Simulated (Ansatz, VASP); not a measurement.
## Pt in VASP and in Ansatz

```
CELL_PARAMETERS angstrom
2.60391 0.00000 0.00000
0.00000 2.60391 0.00000
0.00000 0.00000 2.60391
ATOMIC_POSITIONS crystal
Pt 0.50000 0.50000 0.50000
```

Alike in both runs: task relaxation of cell and atoms; functional r2SCAN; k mesh 22 × 22 × 22; occupations gaussian, width 0.1 eV; no spin polarisation.

|  | VASP | Ansatz |
| --- | --- | --- |
| version | VASP 6.6.1 | Ansatz 0.2.0 |
| potentials or method | VASP PAW PBE potentials, release 64 (Pt), cutoff 600 eV | scalar-relativistic, plane waves, PAW |
| valence electrons in the cell | 10 | 18 |

VASP gave:

| Property | Result |
| --- | --- |
| gap on the k mesh at the Fermi level, each at its own relaxed structure (eV) | none |
| relaxed volume (Å³/atom) | 17.69 |
| relaxed cell length with the largest relative difference (Å) | 2.606 |

Q: Estimate Ansatz's values.

A: gap on the k mesh at the Fermi level, each at its own relaxed structure (eV): none; relaxed volume (Å³/atom): 17.65; relaxed cell length with the largest relative difference (Å): 2.603.

VASP's potentials were made for PBE, not for r2SCAN. A gap of «none» marks a metal or a gap that the smearing closes. VASP's potentials hold 10 valence electrons a cell and Ansatz's 18, so a difference there can come from the potentials and not from the codes.

Neither program's run includes spin-orbit coupling.
